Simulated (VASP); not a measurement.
The system is CuW3.

```xyz
4
Lattice="3.9027 0.0000 0.0000 0.0000 3.9027 0.0000 0.0000 0.0000 3.9027" Properties=species:S:1:pos:R:3 pbc="T T T"
Cu    0.0000    0.0000    0.0000
W     0.0000    1.9514    1.9514
W     1.9514    0.0000    1.9514
W     1.9514    1.9514    0.0000
```

```yaml
Program: VASP 6.6.1
Task: relaxation of cell and atoms
Functional: PBE
Potentials_or_basis: VASP PAW PBE potentials, release 64 (Cu, W_sv)
Cutoff: 600 eV
k_mesh: 4 × 4 × 4
Occupations: gaussian, width 0.1 eV
Spin: no spin polarisation
```

At the start: pressure 5.6 GPa; volume 14.86 Å³/atom.

**Question.** Where does the relaxation end?

**Answer.** Over 3 steps the energy falls by 5.2 meV/atom and the volume is 15.17 Å³/atom (+2.1 %); space group Pm-3m (No. 221, to 0.1 Å) before and after.

The path:
| step | energy change (eV) | largest force (eV/Å) | pressure (GPa) | volume (Å³) |
| --- | --- | --- | --- | --- |
| 1 | 0.0000 | 0.0000 | 5.63 | 59.44 |
| 2 | 0.1188 | 0.0000 | -12.64 | 64.05 |
| 3 | -0.0210 | 0.0000 | -0.12 | 60.70 |

Final structure:
```
Cu W
1.0
     3.92996    0.00000    0.00000
     0.00000    3.92996    0.00000
     0.00000    0.00000    3.92996
Cu W
1 3
Direct
  0.00000 0.00000 0.00000
  0.00000 0.50000 0.50000
  0.50000 0.00000 0.50000
  0.50000 0.50000 0.00000
```

Caveat: the k points lie up to 0.40 Å⁻¹ apart in the final cell, too coarse for converged energies and pressures of a metal.
